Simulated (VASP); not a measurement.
# Zn3O (P3m1) in VASP: density of states with PBE

Aim: the density of states of Zn3O with PBE.

Program: VASP 6.6.1. These are calculated values, not measurements. Logs are shortened: lines on timing, memory, paths and dates and some standing lists are left out, and cuts for length are marked.

## (1) The cell of the first run

The structure is trigonal, space group P3m1 (No. 156). Conventional cell: a = 3.098 Å, b = 3.098 Å, c = 6.886 Å, α = 90.00°, β = 90.00°, γ = 120.00°. Within 2.7 Å of Zn (site symmetry 3m) lie 3 O at 2.01 Å. Within 2.5 Å of Zn (site symmetry 3m) lie 1 O at 1.92 Å. Zn (site symmetry 3m) has 12 Zn at 2.63 to 3.10 Å within 3.5 Å. Within 2.5 Å of O (site symmetry 3m) lie 4 Zn at 1.92 to 2.01 Å.

## (2) Density of states, PBE

The input, POSCAR:

```
Zn3O
1.0
    3.0981600650      0.0000000000      0.0000000000
   -1.5490800325      2.6830853213      0.0000000000
    0.0000000000      0.0000000000      6.8860395466
Zn O
3 1
Direct
    0.0000000000      0.0000000000      0.0631996118
    0.3333333333      0.6666666667      0.6495497165
    0.6666666667      0.3333333333      0.3686855141
    0.3333333333      0.6666666667      0.9285651575
```

The input, INCAR.step1:

```
PREC = Accurate
ENCUT = 520
EDIFF = 1E-6
ISMEAR = 0
SIGMA = 0.1
LREAL = False
LASPH = True
NELM = 100
ALGO = Normal
ISIF = 2
LWAVE = False
LCHARG = True
GGA = PE
NBANDS = 29
```

The input, KPOINTS.step1:

```
regular mesh
0
Gamma
  12 12 6
```

The input, INCAR.step2:

```
PREC = Accurate
ENCUT = 520
EDIFF = 1E-6
ISMEAR = -5
SIGMA = 0.1
LREAL = False
LASPH = True
NELM = 100
ALGO = Normal
ISIF = 2
LWAVE = False
LCHARG = False
GGA = PE
LORBIT = 11
NBANDS = 29
NEDOS = 1001
ICHARG = 11
```

The input, KPOINTS.step2:

```
regular mesh
0
Gamma
  18 18 9
```

Potentials or basis: VASP PAW PBE potentials, release 64 (Zn, O).

Run with:

```console
$ cat potpaw_PBE.64/Zn/POTCAR potpaw_PBE.64/O/POTCAR > POTCAR
$ cp INCAR.step1 INCAR
$ cp KPOINTS.step1 KPOINTS
$ mpirun -np 1 vasp_std > vasp.out
$ cp INCAR.step2 INCAR
$ cp KPOINTS.step2 KPOINTS
$ mpirun -np 1 vasp_std > vasp.out
```

OUTCAR:

```text
PREC = Accurate
   ENCUT = 520
   EDIFF = 1E-6
   ISMEAR = -5
   LREAL = False
   LASPH = True
   NELM = 100
   ISIF = 2
   GGA = PE
   LORBIT = 11
   ICHARG = 11

 ion  position               nearest neighbor table
   1  0.000  0.000  0.063-   4 2.01   4 2.01   4 2.01   3 2.76   3 2.76   3 2.76
   2  0.333  0.667  0.650-   4 1.92   3 2.63   3 2.63   3 2.63
   3  0.667  0.333  0.369-   2 2.63   2 2.63   2 2.63   1 2.76   1 2.76   1 2.76
   4  0.333  0.667  0.929-   2 1.92   1 2.01   1 2.01   1 2.01

  LATTYP: Found a hexagonal cell.
 ALAT       =     3.0981600650
 C/A-ratio  =     2.2226222668

  Lattice vectors:

 A1 = (   3.0981600650,   0.0000000000,   0.0000000000)
 A2 = (  -1.5490800325,   2.6830853213,   0.0000000000)
 A3 = (   0.0000000000,   0.0000000000,   6.8860395466)

Analysis of symmetry for initial positions (statically):
=====================================================================
 Subroutine PRICEL returns:
 Original cell was already a primitive cell.

 Routine SETGRP: Setting up the symmetry group for a
 hexagonal supercell.

 Subroutine GETGRP returns: Found  6 space group operations
 (whereof  6 operations were pure point group operations)
 out of a pool of 24 trial point group operations.

The static configuration has the point symmetry C_3v.

Analysis of symmetry for dynamics (positions and initial velocities):
=====================================================================
 Subroutine PRICEL returns:
 Original cell was already a primitive cell.

 Routine SETGRP: Setting up the symmetry group for a
 hexagonal supercell.

 Subroutine GETGRP returns: Found  6 space group operations
 (whereof  6 operations were pure point group operations)
 out of a pool of 24 trial point group operations.

The dynamic configuration has the point symmetry C_3v.

 Subroutine INISYM returns: Found  6 space group operations
 (whereof  6 operations are pure point group operations),
 and found     1 'primitive' translations

----------------------------------------------------------------------------------------

                                     Primitive cell

  volume of cell :      57.2411

  direct lattice vectors                    reciprocal lattice vectors
     3.098160065  0.000000000  0.000000000     0.322772219  0.186352628  0.000000000
    -1.549080033  2.683085321  0.000000000     0.000000000  0.372705255  0.000000000
     0.000000000  0.000000000  6.886039547     0.000000000  0.000000000  0.145221356

  length of vectors
     3.098160065  3.098160065  6.886039547     0.372705255  0.372705255  0.145221356

  position of ions in fractional coordinates (direct lattice)
     0.000000000  0.000000000  0.063199612
     0.333333333  0.666666667  0.649549716
     0.666666667  0.333333333  0.368685514
     0.333333333  0.666666667  0.928565158

  ion indices of the primitive-cell ions
   primitive index   ion index
                 1           1
                 2           2
                 3           3
                 4           4

----------------------------------------------------------------------------------------

 KPOINTS: regular mesh

Automatic generation of k-mesh.
 Grid dimensions read from file:
 generate k-points for:   18   18    9

 Generating k-lattice:

  Cartesian coordinates                     Fractional coordinates (reciprocal lattice)
     0.017931790  0.010352924  0.000000000     0.055555556  0.000000000  0.000000000
     0.000000000  0.020705848  0.000000000     0.000000000  0.055555556  0.000000000
     0.000000000  0.000000000  0.016135706     0.000000000  0.000000000  0.111111111

  Length of vectors
     0.020705848  0.020705848  0.016135706

  Shift w.r.t. Gamma in fractional coordinates (k-lattice)
     0.000000000  0.000000000  0.000000000

 TETIRR: Found   4263 inequivalent tetrahedra from    17496

 Subroutine IBZKPT returns following result:
 ===========================================

 Found    293 irreducible k-points:

 Following reciprocal coordinates:
            Coordinates               Weight
  0.000000  0.000000  0.000000      1.000000
  0.055556  0.000000  0.000000      6.000000
  0.111111  0.000000  0.000000      6.000000
  0.166667  0.000000  0.000000      6.000000
  0.222222  0.000000  0.000000      6.000000
  0.277778 -0.000000  0.000000      6.000000
[... 16 lines left out ...]
  0.333333  0.111111  0.000000     12.000000
  0.388889  0.111111  0.000000     12.000000
 [... further k-points ...]
   k-points           NKPTS =    293   k-points in BZ     NKDIM =    293   number of bands    NBANDS=     29
   number of dos      NEDOS =   1001   number of ions     NIONS =      4
   total plane-waves  NPLWV =  31104
   dimension x,y,z NGX =    24 NGY =   24 NGZ =   54
   dimension x,y,z NGXF=    48 NGYF=   48 NGZF=  108
   ions per type =               3   1
   NGX,Y,Z   is equivalent  to a cutoff of  12.88, 12.88, 13.04 a.u.
   NGXF,Y,Z  is equivalent  to a cutoff of  25.76, 25.76, 26.07 a.u.
 SYSTEM =  unknown system
   PREC   = accura    normal or accurate (medium, high low for compatibility)
   ISTART =      0    job   : 0-new  1-cont  2-samecut
   ICHARG =     11    charge: 1-file 2-atom 10-const
   ISPIN  =      1    spin polarized calculation?
   LNONCOLLINEAR =      F non collinear calculations
   LSORBIT =      F    spin-orbit coupling
   LASPH  =      T    aspherical Exc in radial PAW
   ENCUT  =  520.0 eV  38.22 Ry    6.18 a.u.   5.76  5.76 12.80*2*pi/ulx,y,z
   NELM   =    100;   NELMIN=  2; NELMDL=  0     # of ELM steps
   EDIFF  = 0.1E-05   stopping-criterion for ELM
   LREAL  =      F    real-space projection
   EDIFFG = 0.1E-04   stopping-criterion for IOM
   NSW    =      0    number of steps for IOM
   IBRION =     -1    ionic relax: 0-MD 1-quasi-New 2-CG
   NFREE  =      0    steps in history (QN), initial steepest desc. (CG)
   ISIF   =      2    stress and relaxation
   ISYM   =      2    0-nonsym 1-usesym 2-fastsym
   POTIM  = 0.5000    time-step for ionic-motion
   TEBEG  =    0.0;   TEEND  =   0.0 temperature during run
   PSTRESS=    0.0 pullay stress
   NELECT =      42.0000    total number of electrons
   NUPDOWN=      -1.0000    fix difference up-down
   EMIN   =  10.00;   EMAX   =-10.00  energy-range for DOS
   EFERMI =   0.00;   METHOD = LEGACY
   ISMEAR =    -5;   SIGMA  =   0.10  broadening in eV -4-tet -1-fermi 0-gaus
   EFERMI_NEDOS =   21; number of points for ismear=-14 and -15
   IALGO  =     38    algorithm
   IMIX   =      4    mixing-type and parameters
     AMIX     =   0.40;   BMIX     =  1.00
     AMIX_MAG =   1.60;   BMIX_MAG =  1.00
  volume/ion in A,a.u.               =      14.31        96.57
  Fermi-wavevector in a.u.,A,eV,Ry     =   1.476574  2.790321 29.664398  2.180272
  Thomas-Fermi vector in A             =   2.591084
   LORBIT       =     11    0 simple, 1 ext, 2 COOP (PROOUT), +10 PAW based schemes
   GGA     = PE    functional components
   LHFCALC =     F    Hartree Fock is set to
   AEXX    =    0.0000 exact exchange contribution
   IVDW    =     0    specifies the selected vdW correction
   LEPSILON=     F    determine dielectric tensor
   LRPA    =     F    only Hartree local field effects (RPA)
 non-spin polarized calculation
 Fermi weights with tetrahedron method with Bloechl corrections
  energy-cutoff  :      520.00
  volume of cell :       57.24
 maximum number of plane-waves:      1554

 number of electron      41.9999996 magnetization

 Free energy of the ion-electron system (eV)
  ---------------------------------------------------
  ext. energy  EPLUGINS =         0.00000000
  ---------------------------------------------------
  free energy    TOTEN  =       -10.51165336 eV

  energy without entropy =      -10.51165336  energy(sigma->0) =      -10.51165336

 E-fermi :   2.3805     XC(G=0): -11.0307

 val. band max:        2.4211735863   @ k =   0.2778   0.2222   0.2222
 cond. band min:       2.1750540895   @ k =   0.3889   0.0556   0.4444
 fundamental gap:     -0.2461194968
 Fermi energy:         2.3805149876

 k-point     1 :       0.0000    0.0000    0.0000
  band No.  band energies     occupation
      1     -16.6911      2.00000
      2      -6.0152      2.00000
      3      -5.6877      2.00000
      4      -5.1338      2.00000
      5      -5.0403      2.00000
      6      -5.0403      2.00000
[... 21 lines left out ...]
     28      14.9714      0.00000
     29      16.3884      0.00000

 k-point     2 :       0.0556    0.0000    0.0000
  band No.  band energies     occupation
      1     -16.6746      2.00000
      2      -5.9638      2.00000
      3      -5.6687      2.00000
      4      -5.1186      2.00000
      5      -5.0381      2.00000
      6      -5.0362      2.00000
[... 21 lines left out ...]
     28      14.9914      0.00000
     29      16.0009      0.00000

 k-point     3 :       0.1111    0.0000    0.0000
  band No.  band energies     occupation
      1     -16.6267      2.00000
      2      -5.8181      2.00000
      3      -5.6165      2.00000
      4      -5.0953      2.00000
      5      -5.0248      2.00000
      6      -5.0186      2.00000
[... 21 lines left out ...]
     28      14.6955      0.00000
     29      15.0230      0.00000

 k-point     4 :       0.1667    0.0000    0.0000
  band No.  band energies     occupation
      1     -16.5524      2.00000
      2      -5.6207      2.00000
      3      -5.5346      2.00000
      4      -5.0976      2.00000
      5      -5.0088      2.00000
      6      -4.9838      2.00000
[... 597 lines left out ...]
     28      11.9738      0.00000
     29      13.0637      0.00000

 k-point    23 :       0.3333    0.1111    0.0000
  band No.  band energies     occupation
      1     -16.1598      2.00000
      2      -5.4447      2.00000
      3      -5.2338      2.00000
      4      -5.1511      2.00000
      5      -5.0310      2.00000
      6      -4.9360      2.00000
[... 21 lines left out ...]
     28      12.2832      0.00000
     29      13.1851      0.00000

 k-point    24 :       0.3889    0.1111    0.0000
  band No.  band energies     occupation
      1     -16.1094      2.00000
      2      -5.4588      2.00000
      3      -5.2566      2.00000
      4      -5.1715      2.00000
      5      -5.0285      2.00000
      6      -4.9149      2.00000
[... 21 lines left out ...]
     28      12.5626      0.00000
     29      13.1621      0.00000

 [... further k-points ...]
[... 5 lines left out ...]
  --------------------------------------------------------------------------------------
  -------------------------------------------------------------------------------------
  Total        0.2547771      0.2547771      0.5420513      0.0000000      0.0000000      0.0000000
  in kB        7.1312090      7.1312090     15.1720100      0.0000000      0.0000000      0.0000000
  external PRESSURE =       9.8114760 kB  Pullay stress =       0.0000000 kB

 VOLUME and BASIS-vectors are now :
 -----------------------------------------------------------------------------
  energy-cutoff  :      520.00
  volume of cell :       57.24
      direct lattice vectors                 reciprocal lattice vectors
     3.098160065  0.000000000  0.000000000     0.322772219  0.186352628  0.000000000
    -1.549080033  2.683085321  0.000000000     0.000000000  0.372705255  0.000000000
     0.000000000  0.000000000  6.886039547     0.000000000  0.000000000  0.145221356

 POSITION                                       TOTAL-FORCE (eV/Angst)
 -----------------------------------------------------------------------------------
      0.00000      0.00000      0.43520        -0.000000      0.000000      0.073318
     -0.00000      1.78872      4.47283        -0.000000      0.000000      0.006345
      1.54908      0.89436      2.53878         0.000000     -0.000000     -0.075456
     -0.00000      1.78872      6.39414        -0.000000      0.000000     -0.004208
 -----------------------------------------------------------------------------------
    total drift:                                0.000994     -0.000574     -0.000484

  FREE ENERGIE OF THE ION-ELECTRON SYSTEM (eV)
  ---------------------------------------------------
  free  energy   TOTEN  =       -10.5116533552 eV

  energy  without entropy=      -10.5116533552  energy(sigma->0) =      -10.51165336

 total charge

# of ion       s       p       d       tot
------------------------------------------
    1        0.498   0.452   9.826  10.776
    2        0.597   0.396   9.759  10.752
    3        0.607   0.378   9.718  10.703
    4        1.562   3.445   0.000   5.007
--------------------------------------------------
tot          3.264   4.671  29.303  37.238
```

Wall time 3.5 min (1 thread of Intel Xeon 6975P-C, shared host); peak memory 0.47 GiB.

What came out:

| Quantity | Value |
| --- | --- |
| Valence electrons inside the program's atomic spheres | Zn 10.78, 10.75, 10.70; O 5.01 |

Caveat: tetrahedron occupations give inexact forces and stress in metals.
